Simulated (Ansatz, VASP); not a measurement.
## Cu3N: VASP beside Ansatz

```xyz
4
Lattice="3.8271 0.0000 0.0000 0.0000 3.8271 0.0000 0.0000 0.0000 3.8271" Properties=species:S:1:pos:R:3 pbc="T T T"
Cu    1.9136    0.0000    0.0000
Cu    0.0000    1.9136    0.0000
Cu    0.0000    0.0000    1.9136
N     0.0000    0.0000    0.0000
```

Alike in both runs: task single point; functional PBE; k mesh 10 × 10 × 10; occupations fermi-dirac, width 0.05 eV; no spin polarisation.

```csv
,VASP,Ansatz
version,VASP 6.6.1,Ansatz 0.2.0
potentials or method,"VASP PAW PBE potentials, release 64 (Cu, N)","PAW with Ansatz's default frozen-core files, scalar-relativistic"
plane-wave cutoff (eV),600,420
valence electrons in the cell,38,62
```

VASP gave:

| Property | Result |
| --- | --- |
| pressure (GPa) | 0.8 |

Problem. What did Ansatz give for the same quantities?

Solution. Pressure (GPa): 0.0.

VASP's potentials hold 38 valence electrons a cell and Ansatz's 62, so a difference there can come from the potentials and not from the codes.
